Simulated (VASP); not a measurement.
Set up this calculation in VASP 6.6.1, as the native input.

```yaml
Task: electric field gradients
Functional: LDA
Potentials_or_basis: VASP PAW LDA potentials, release 64 (Y_sv, Se)
Cutoff: 520 eV
k_mesh: 7 × 7 × 7
Occupations: fermi-dirac, width 0.03 eV
Spin: no spin polarisation
Dipole_correction: no
Further_INCAR_settings: ALGO = Normal; EDIFF = 1e-08; NBANDS = 16
```

The structure of YSe lies in POSCAR:

```
YSe
1.0
    0.0000000000      2.8750000000      2.9325000000
    2.8750000000      0.0000000000      2.9325000000
    2.8750000000      2.8750000000      0.0000000000
Y Se
1 1
Direct
    0.0000000000      0.0000000000      0.0000000000
    0.5000000000      0.5000000000      0.5000000000
```

This cell differs from its parent crystal: zz strain of +2 %.

One way to write it, as run:

INCAR

```
SYSTEM = YSe
ALGO     = Normal         ! electronic algorithm
EDIFF    = 1E-8           ! SCF threshold, eV
ENCUT    = 520            ! plane-wave cutoff, eV
GGA      = CA             ! functional
ISIF     = 2              ! what is computed and relaxed
ISMEAR   = -1             ! smearing method
LASPH    = .True.         ! aspherical terms in the spheres
LCHARG   = .False.        ! write CHGCAR
LEFG     = .True.       
LREAL    = .False.        ! projectors in reciprocal space
LWAVE    = .False.        ! write WAVECAR
NBANDS   = 16             ! bands
NELM     = 60             ! most SCF steps
PREC     = Accurate       ! precision mode
SIGMA    = 0.03           ! smearing width, eV
```

KPOINTS

```
k-points
0
Gamma
  7 7 7
  0 0 0
```

Potentials or basis: VASP PAW LDA potentials, release 64 (Y_sv, Se).

The run is started by

```console
$ cat potpaw_LDA.64/Y_sv/POTCAR potpaw_LDA.64/Se/POTCAR > POTCAR
$ mpirun -np 1 vasp_std > vasp.out
```

Results of the run:

```yaml
Pressure: -5.8 GPa
Band_gap_on_the_k_mesh: zero (an odd number of electrons rules out a gap without spin polarisation)
Largest_electric_field_gradient_by_atom: Y +17.6; Se +17.7 V/Å²
```

Caveat: the cell differs from its parent crystal (zz strain of +2 %); the cell stands under tension; without QUAD_EFG the Cq values of the log hold for a quadrupole moment of 1 mb, not for the nuclei.

Wall time 24 s on 1 thread of Intel(R) Xeon(R) Platinum 8375C CPU @ 2.90GHz (Ice Lake), on a shared host, peak memory 0.19 GiB.
